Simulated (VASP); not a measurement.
Here is a VASP 6.6.1 calculation.

File INCAR:

```
PREC = Accurate
ENCUT = 520
EDIFF = 1E-6
ISMEAR = 0
SIGMA = 0.05
LREAL = False
LASPH = True
NELM = 150
ALGO = Normal
ISIF = 2
LWAVE = False
LCHARG = False
LNONCOLLINEAR = True
MAGMOM = 0 0 0 0 0 0 0 0 0 0 0 0 0 0 0 0 0 0
LORBIT = 11
LMAXMIX = 4
LDAU = True
LDAUTYPE = 1
LDAUL = 2 -1
LDAUU = 2 0
LDAUJ = 0.9 0
LDAUPRINT = 1
GGA = PS
NBANDS = 64
```

Contents of KPOINTS:

```
Automatic mesh
0
Gamma
  4 4 6
```

The input POSCAR:

```
TaN
1.0
    5.1960001500      0.0000000000      0.0000000000
   -2.5980000800      4.4998681300      0.0000000000
    0.0000000000      0.0000000000      2.9109996000
Ta N
3 3
Direct
    0.3333333333      0.6666666667      0.5000000000
    0.6666666667      0.3333333333      0.5000000000
    0.0000000000      0.0000000000      0.0000000000
    0.3928500000      0.0000000000      0.0000000000
    0.6071500000      0.6071500000      0.0000000000
    0.0000000000      0.3928500000      0.0000000000
```

Potentials or basis: VASP PAW PBE potentials, release 64 (Ta_pv, N).

Command:

```sh
$ cat potpaw_PBE.64/Ta_pv/POTCAR potpaw_PBE.64/N/POTCAR > POTCAR
$ mpirun -np 1 vasp_ncl > vasp.out
```

Question: Estimate the largest force.

Answer: 0.080 eV/Å.

Question: Predict the net moment.

Answer: 0.00 μB per cell.

Question: Estimate the band gap on the k mesh.

Answer: Zero (bands 48 and 49 overlap by 2.88 eV).

Moments on the atoms (μB; x, y, z):
```
Ta  0.00 0.00 0.00
Ta  0.00 0.00 0.00
Ta  0.00 0.00 0.00
N   0.00 0.00 0.00
N   0.00 0.00 0.00
N   0.00 0.00 0.00
```

Caveat: the PAW data sets were made with another functional, which shifts forces and pressure a little; spin-orbit coupling is left out, which moves the levels of the heavy elements. The state reached can hang on the start; a lower one may exist.
